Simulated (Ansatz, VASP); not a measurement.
**One calculation of Li3HSe, two programs**

```
Li H Se
1.0
     3.98344    0.00000    0.00000
     0.00000    3.98344    0.00000
     0.00000    0.00000    3.98344
Li H Se
3 1 1
Direct
  0.00000 0.50000 0.50000
  0.50000 0.00000 0.50000
  0.50000 0.50000 0.00000
  0.50000 0.50000 0.50000
  0.00000 0.00000 0.00000
```

Alike in both runs: task single point; functional PBE; k mesh 6 × 6 × 6; no spin polarisation.

|  | VASP | Ansatz |
| --- | --- | --- |
| version | VASP 6.6.1 | Ansatz 0.2.0 |
| potentials or method | VASP PAW PBE potentials, release 64 (Li_sv, H, Se) | plane waves, PAW |
| plane-wave cutoff (eV) | 520 | 420 |
| occupations | gaussian, width 0.01 eV | fixed |
| valence electrons in the cell | 16 | 26 |

VASP gave:

- gap on the k mesh at the Fermi level (eV): 3.32

Question: Which values does Ansatz return?

Answer: gap on the k mesh at the Fermi level (eV): 3.31.

VASP's potentials hold 16 valence electrons a cell and Ansatz's 26, so a difference there can come from the potentials and not from the codes.

Noted on VASP's run: the cutoff is under 1.25 times that of the potentials, so the pressure is a little rough.
